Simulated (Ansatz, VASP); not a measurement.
Two plane-wave programs on ScGa2N3

```
Sc Ga N
1.0
     1.64821   -2.85804    0.00316
    -4.93529   -2.85282    0.00598
     0.00338    0.01074   -8.10506
Sc Ga N
2 4 6
Direct
  0.99954 0.00007 0.00167
  0.49952 0.50008 0.00167
  0.99982 0.66663 0.33832
  0.49983 0.16662 0.33832
  0.50045 0.83338 0.65968
  0.00044 0.33337 0.65967
  0.99961 0.66658 0.09545
  0.49963 0.16658 0.09545
  0.00065 0.00006 0.73875
  0.50064 0.50007 0.73874
  0.49993 0.83327 0.41615
  0.99993 0.33328 0.41614
```

Change from the starting cell: cell x2, atoms moved at random (sigma 0.15 Å) and cell strained at random (1.5 %), then relaxed without symmetry.

Alike in both runs: functional PBE; k mesh 4 × 4 × 2; occupations gaussian, width 0.1 eV; no spin polarisation.

Ansatz relaxed the structure, and its values are those at the end. VASP's run is a single point on that final structure, the one shown.

|  | VASP | Ansatz |
| --- | --- | --- |
| version | VASP 6.6.1 | Ansatz 0.2.0 |
| potentials or method | VASP PAW PBE potentials, release 64 (Sc_sv, Ga_d, N), cutoff 520 eV | scalar-relativistic, plane waves, PAW |
| valence electrons in the cell | 104 | 104 |

```csv
,VASP,Ansatz,Ansatz less VASP
gap on the k mesh at the Fermi level (eV),1.88,1.87,-0.004
least direct gap on the mesh (eV),1.94,1.93,-0.004
pressure (GPa),0.5,0.1,-0.40
rms of the force components (eV/Å),0.015,0.005,-0.0104
```

The functional is the same, so the differences come from potentials, cutoffs and numerics.

The k mesh is coarse, so the values compare programs but aren't converged.
